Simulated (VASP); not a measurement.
Ge:

```
Ge
1.0
    -2.57449    2.57449    1.39741
     2.57449   -2.57449    1.39741
     2.57449    2.57449   -1.39741
Ge
2
Direct
  0.50000 0.50000 0.00000
  0.25000 0.75000 0.50000
```

* Program: VASP 6.6.1
* Task: relaxation of cell and atoms
* Functional: BLYP
* Dispersion: D3(BJ)
* Potentials or basis: VASP PAW PBE potentials, release 64 (Ge_d)
* Cutoff: 600 eV
* k mesh: 11 × 11 × 11
* Occupations: fermi-dirac, width 0.05 eV
* Spin: no spin polarisation

At the start: pressure 2.6 GPa; volume 18.52 Å³/atom.

Task: Where does the relaxation end?

Result: Over 6 steps the energy falls by 5.9 meV/atom and the volume is 19.23 Å³/atom (+3.8 %); space group I4_1/amd (No. 141, to 0.1 Å) before and after.

The path:
| step | energy change (eV) | largest force (eV/Å) | pressure (GPa) | volume (Å³) |
| --- | --- | --- | --- | --- |
| 1 | 0.0000 | 0.0000 | 2.61 | 37.05 |
| 2 | -0.0115 | 0.0000 | -0.13 | 38.69 |
| 3 | -0.0117 | 0.0000 | -0.10 | 38.58 |
| 4 | -0.0117 | 0.0000 | -0.03 | 38.53 |
| 5 | -0.0117 | 0.0000 | -0.01 | 38.50 |
| 6 | -0.0117 | 0.0000 | 0.04 | 38.47 |

Final structure:
```
Ge
1.0
    -2.60767    2.60767    1.41423
     2.60767   -2.60767    1.41423
     2.60767    2.60767   -1.41423
Ge
2
Direct
  0.50000 0.50000 0.00000
  0.25000 0.75000 0.50000
```

Caveat: the PAW data sets were made with another functional, which shifts forces and pressure a little.
